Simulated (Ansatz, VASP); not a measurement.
MgZn4Te in VASP and in Ansatz

```
Mg Zn Te
1.0
     3.28672    0.00000    0.00000
    -1.64336    2.84638    0.00000
     0.00000    0.00000   12.90756
Mg Zn Te
1 4 1
Direct
  0.00000 0.00000 0.00000
  0.66667 0.33333 0.83133
  0.66667 0.33333 0.31317
  0.33333 0.66667 0.68683
  0.33333 0.66667 0.16867
  0.00000 0.00000 0.50000
```

Change from the starting cell: species swapped into the TaTiTe4 type (P-3m1, No. 164).

Alike in both runs: functional PBE; k mesh 12 × 12 × 4; occupations gaussian, width 0.1 eV; no spin polarisation.

Ansatz relaxed the structure, and its values are those at the end. VASP's run is a single point on that final structure, the one shown.

|  | VASP | Ansatz |
| --- | --- | --- |
| version | VASP 6.6.1 | Ansatz 0.2.0 |
| potentials or method | VASP PAW PBE potentials, release 64 (Mg, Zn, Te), cutoff 520 eV | scalar-relativistic, plane waves, PAW |
| valence electrons in the cell | 56 | 74 |

|  | VASP | Ansatz | Ansatz less VASP |
| --- | --- | --- | --- |
| gap on the k mesh at the Fermi level (eV) | none | none | - |
| pressure (GPa) | 0.0 | 0.0 | -0.03 |
| rms of the force components (eV/Å) | 0.006 | 0.000 | -0.0056 |

A gap of «none» marks a metal or a gap that the smearing closes. The functional is the same, so the differences come from potentials, cutoffs and numerics. VASP's potentials hold 56 valence electrons a cell and Ansatz's 74, so a difference there can come from the potentials and not from the codes.

Spin-orbit coupling is off throughout.
